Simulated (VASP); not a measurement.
Wanted: the native input for a VASP 6.6.1 run.

```
Task                   : single point
Functional             : PBE
Potentials or basis    : VASP PAW PBE potentials, release 64 (Fe, Al)
Cutoff                 : 520 eV
k mesh                 : 9 × 9 × 9
Occupations            : gaussian, width 0.018 eV
Spin                   : collinear spin, ferromagnetic start
Starting moments       : [3.0, 0.0] μB
Dipole correction      : no
Further INCAR settings : ALGO = Normal; EDIFF = 1e-06; NBANDS = 16
```

The structure of AlFe lies in POSCAR:

```
AlFe
1.0
    2.9100000000      0.0000000000      0.0000000000
    0.0000000000      2.9100000000      0.0000000000
    0.0000000000      0.0000000000      2.9100000000
Fe Al
1 1
Direct
    0.5000000000      0.5000000000      0.5000000000
    0.0000000000      0.0000000000      0.0000000000
```

These files were run (other wordings do the same):

INCAR

```
SYSTEM = AlFe
PREC = Accurate
ENCUT = 520
EDIFF = 1E-6
ISMEAR = 0
SIGMA = 0.018000000000000002
LREAL = .FALSE.
LASPH = .TRUE.
NELM = 150
ALGO = Normal
ISIF = 2
LWAVE = .FALSE.
LCHARG = .FALSE.
ISPIN = 2
MAGMOM = 3 0
LORBIT = 11
LMAXMIX = 4
GGA = PE
NBANDS = 16
```

KPOINTS

```
Automatic mesh
0
G
  9 9 9
  0 0 0
```

Potentials or basis: VASP PAW PBE potentials, release 64 (Fe, Al).

Command:

```bash
$ cat potpaw_PBE.64/Fe/POTCAR potpaw_PBE.64/Al/POTCAR > POTCAR
$ mpirun -np 1 vasp_std > vasp.out
```

It gave:

```yaml
Pressure: -6.3 GPa
Net_moment: 0.61 μB per cell
Site_moments: Fe +0.66; Al -0.02 μB
Valence_electrons_inside_the_program's_atomic_spheres: Fe 7.34; Al 0.81
```

Run time: 11 s on 1 thread of Intel(R) Xeon(R) 6975P-C (Granite Rapids) (shared host), peak memory 0.16 GiB.
